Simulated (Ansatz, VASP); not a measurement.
One calculation of MgO, two programs

```
Mg O
1.0
     3.00795    0.00000    0.00000
     0.00000    3.00795    0.00000
     0.00000    0.00000   18.12690
Mg O
2 2
Direct
  0.00000 0.00000 0.44133
  0.50000 0.50000 0.55867
  0.50000 0.50000 0.44133
  0.00000 0.00000 0.55867
```

Alike in both runs: task single point; functional PBE; k mesh 10 × 10 × 1; occupations fermi-dirac, width 0.02 eV; no spin polarisation.

|  | VASP | Ansatz |
| --- | --- | --- |
| version | VASP 6.6.1 | Ansatz 0.2.0 |
| potentials or method | VASP PAW PBE potentials, release 64 (Mg, O) | PAW with Ansatz's default frozen-core files, scalar-relativistic |
| plane-wave cutoff (eV) | 520 | 420 |
| valence electrons in the cell | 16 | 32 |

```tsv
	VASP	Ansatz	Ansatz less VASP
gap on the k mesh at the Fermi level (eV)	3.04	3.06	+0.018
rms of the force components (eV/Å)	0.265	0.254	-0.0115
```

The functional is the same, so the differences come from potentials, cutoffs and numerics. VASP's potentials hold 16 valence electrons a cell and Ansatz's 32, so a difference there can come from the potentials and not from the codes.
